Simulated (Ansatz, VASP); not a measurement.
**CdSe in VASP and in Ansatz**

```
CELL_PARAMETERS angstrom
0.08326 3.08509 3.08509
3.08509 0.08326 3.08509
3.08509 3.08509 0.08326
ATOMIC_POSITIONS crystal
Cd 0.00298 0.00298 0.00298
Se 0.24702 0.24702 0.24702
```

Change from the starting cell: epitaxial_111 strain -2.1%.

Alike in both runs: task single point; functional r2SCAN; k mesh 8 × 8 × 8; no spin polarisation.

|  | VASP | Ansatz |
| --- | --- | --- |
| version | VASP 6.6.1 | Ansatz 0.2.0 |
| potentials or method | VASP PAW PBE potentials, release 64 (Cd, Se) | plane waves, PAW |
| plane-wave cutoff (eV) | 520 | 500 |
| occupations | gaussian, width 0.01 eV | fixed |
| valence electrons in the cell | 18 | 36 |

```tsv
	VASP	Ansatz	Ansatz less VASP
gap on the k mesh at the Fermi level (eV)	0.99	1.00	+0.010
pressure (GPa)	1.5	1.2	-0.27
traceless stress, the component that is largest in VASP (GPa)	-0.61	-0.61	+0.004
rms of the force components (eV/Å)	0.002	0.004	+0.0017
```

VASP's potentials were made for PBE, not for r2SCAN. Atom by atom the forces differ by 0.002 eV/Å (rms over components). VASP's potentials hold 18 valence electrons a cell and Ansatz's 36, so a difference there can come from the potentials and not from the codes.
